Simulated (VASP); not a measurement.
Runs of VASP 6.6.1 on ZrB2. The structure is that of space group P6/mmm (No. 191), or close to it. The cells are those of the table. 

```csv
task,cell,cutoff (eV),gap on the mesh (eV),pressure (GPa)
electric field gradients,"a = 3.154, b = 3.154, c = 3.508 Å, angles 90.0, 90.0, 120.0°, 3 atoms",520,none,5.1
electric field gradients,"a = 3.260, b = 3.260, c = 3.520 Å, angles 90.0, 90.0, 120.0°, 3 atoms",420,none,(a)
electric field gradients,"a = 3.165, b = 3.165, c = 3.485 Å, angles 90.0, 90.0, 120.0°, 3 atoms",520,none,5.0
single point,"a = 3.165, b = 3.165, c = 3.520 Å, angles 90.0, 90.0, 120.0°, 3 atoms",520,none,2.5
single point,"a = 3.165, b = 3.165, c = 3.485 Å, angles 90.0, 90.0, 120.0°, 3 atoms",520,none,5.0
```

Alike in all rows: level PBE; potentials or basis VASP PAW PBE potentials, release 64 (Zr_sv, B); no spin polarisation; k mesh 12 × 12 × 9; smearing fermi-dirac 0.05 eV.

**Question.** Fill in the values left out.

**Answer.** (a) -10.9.

A k mesh can miss the band edges, and the runs leave out spin-orbit coupling on Zr.

A gap of «none» marks levels without a gap at the run's occupations.
